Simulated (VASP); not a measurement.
The system is InSb.

```
CELL_PARAMETERS angstrom
0.00000 3.27951 3.27951
3.27951 0.00000 3.27951
3.27951 3.27951 0.00000
ATOMIC_POSITIONS crystal
In 0.00000 0.00000 0.00000
Sb 0.25000 0.25000 0.25000
```

Base run:

| Quantity | Value |
| --- | --- |
| Program | VASP 6.6.1 |
| Functional | r2SCAN |
| Potentials or basis | VASP PAW PBE potentials, release 64 (In_d, Sb) |
| Cutoff | 520 eV |
| k mesh | 6 × 6 × 6 |
| Occupations | fermi-dirac, width 0.02 eV |
| Spin | no spin polarisation |

Its results: pressure 0.0 GPa.

Question: The run is repeated on the same cell with these changes: functional from r2SCAN to PBE; further incar settings from ALGO = Normal; EDIFF = 1e-07; NBANDS = 16 to ALGO = Normal; EDIFF = 1e-06; NBANDS = 16. What comes out?

Answer: Pressure 1.4 GPa.

Caveats: the PAW data sets were made with another functional, which shifts forces and pressure a little (some runs).
